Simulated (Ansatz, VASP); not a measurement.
# One calculation of AlC, two programs

```
CELL_PARAMETERS angstrom
0.00000 2.13589 2.13589
2.13589 0.00000 2.13589
2.13589 2.13589 0.00000
ATOMIC_POSITIONS crystal
Al 0.00000 0.00000 0.00000
C 0.50000 0.50000 0.50000
```

Change from the starting cell: species swapped into the VH type (Fm-3m, No. 225).

Alike in both runs: functional PBE; k mesh 7 × 7 × 7; occupations gaussian, width 0.2 eV; no spin polarisation.

Ansatz relaxed the structure, and its values are those at the end. VASP's run is a single point on that final structure, the one shown.

```csv
,VASP,Ansatz
version,VASP 6.6.1,Ansatz 0.2.0
potentials or method,"VASP PAW PBE potentials, release 64 (Al, C), cutoff 600 eV","scalar-relativistic, plane waves, PAW"
valence electrons in the cell,7,7
```

|  | VASP | Ansatz | Ansatz less VASP |
| --- | --- | --- | --- |
| gap on the k mesh at the Fermi level (eV) | none | none | - |
| pressure (GPa) | -0.4 | -0.3 | +0.19 |

A gap of «none» marks a metal or a gap that the smearing closes. With one functional, cell and mesh, what is left measures potentials, basis and numerics.

The k mesh is coarse, so the values compare programs but aren't converged.
